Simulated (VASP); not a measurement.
BeZn3Te4: single point with PBE

Crystal: BeZn3Te4.

```xyz
8
Lattice="4.2697 0.0000 0.0000 0.0000 4.2697 0.0000 0.0000 0.0000 12.1620" Properties=species:S:1:pos:R:3 pbc="T T T"
Be    2.1349    2.1349    6.0810
Zn    0.0000    0.0000    9.0018
Zn    0.0000    0.0000    3.1602
Zn    2.1349    2.1349    0.0000
Te    2.1349    0.0000    7.4084
Te    0.0000    2.1349    4.7536
Te    2.1349    0.0000    1.5810
Te    0.0000    2.1349   10.5810
```

```
Program                : VASP 6.6.1
Task                   : single point
Functional             : PBE
Potentials or basis    : VASP PAW PBE potentials, release 64 (Be, Zn, Te)
Cutoff                 : 520 eV
k mesh                 : 6 × 6 × 4
Occupations            : gaussian, width 0.02 eV
Spin                   : no spin polarisation
Dipole correction      : no
Further INCAR settings : ALGO = Normal; EDIFF = 1e-07; NBANDS = 41
```

* Pressure: 0.1 GPa
* Band gap on the k mesh: 1.51 eV

Levels at points of the mesh, in eV from the valence-band top:
```
           k point  band 29  band 30  band 31  band 32  band 33  band 34
(0.00, 0.00, 0.00)    -0.12     0.00     0.00     1.51     2.07     2.37
(0.50, 0.00, 0.00)    -0.85    -0.74    -0.73     1.76     2.05     3.06
(0.50, 0.50, 0.00)    -2.18    -2.18    -2.11     2.00     2.33     2.33
(0.00, 0.00, 0.50)    -0.57    -0.37    -0.37     1.98     2.31     2.58
(0.50, 0.00, 0.50)    -0.84    -0.74    -0.74     2.60     2.65     2.75
(0.50, 0.50, 0.50)    -2.40    -2.33    -2.33     2.79     2.93     3.10
```

Run time: 3.1 min on 1 thread of Intel(R) Xeon(R) 6975P-C (Granite Rapids), on a shared host, peak memory 0.42 GiB.

Caveat: spin-orbit coupling is left out, which moves the levels of the heavy elements. A k mesh can miss the band edges.
